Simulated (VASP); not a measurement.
Write the native input for VASP 6.6.1 that does the following.

- Task: single point
- Functional: PBE
- Potentials or basis: VASP PAW PBE potentials, release 64 (Zn, Sb, O)
- Cutoff: 520 eV
- k mesh: 6 × 6 × 6
- Occupations: gaussian, width 0.1 eV
- Spin: no spin polarisation
- Dipole correction: no
- Further INCAR settings: ALGO = Normal; EDIFF = 1e-06; NBANDS = 32

The structure of Zn2SbO3 lies in POSCAR:

```
Zn2SbO3
1.0
    2.6058272600      1.5044750700      4.1349727100
   -2.6058272600      1.5044750700      4.1349727100
    0.0000000000     -3.0089501400      4.1349727100
Zn Sb O
2 1 3
Direct
    0.6297960300      0.6297960300      0.6297960300
    0.3702039700      0.3702039700      0.3702039700
    0.0000000000      0.0000000000      0.0000000000
    0.0000000000      0.5000000000      0.0000000000
    0.5000000000      0.0000000000      0.0000000000
    0.0000000000      0.0000000000      0.5000000000
```

These files were run (other wordings do the same):

INCAR

```
SYSTEM = Zn2SbO3
  PREC = Accurate
  ENCUT = 520
  EDIFF = 1E-6
  ISMEAR = 0
  SIGMA = 0.1
  LREAL = .FALSE.
  LASPH = .TRUE.
  NELM = 60
  ALGO = Normal
  ISIF = 2
  LWAVE = .FALSE.
  LCHARG = .TRUE.
  GGA = PE
  LELF = .TRUE.
  LVHAR = .TRUE.
  NBANDS = 32
```

KPOINTS

```
Automatic mesh
0
G
  6 6 6
  0 0 0
```

Potentials or basis: VASP PAW PBE potentials, release 64 (Zn, Sb, O).

The run is started by

```sh
$ cat potpaw_PBE.64/Zn/POTCAR potpaw_PBE.64/Sb/POTCAR potpaw_PBE.64/O/POTCAR > POTCAR
$ mpirun -np 1 vasp_std > vasp.out
```

Results of the run:

```
Pressure      : -11.1 GPa
Largest force : 0.049 eV/Å
```

Caveat: an odd number of electrons without spin polarisation forces a metal; a magnetic or distorted state may lie lower.

It took 100 s on 1 thread of Intel(R) Xeon(R) Platinum 8488C (Sapphire Rapids), with other jobs on the host, peak memory 0.29 GiB.
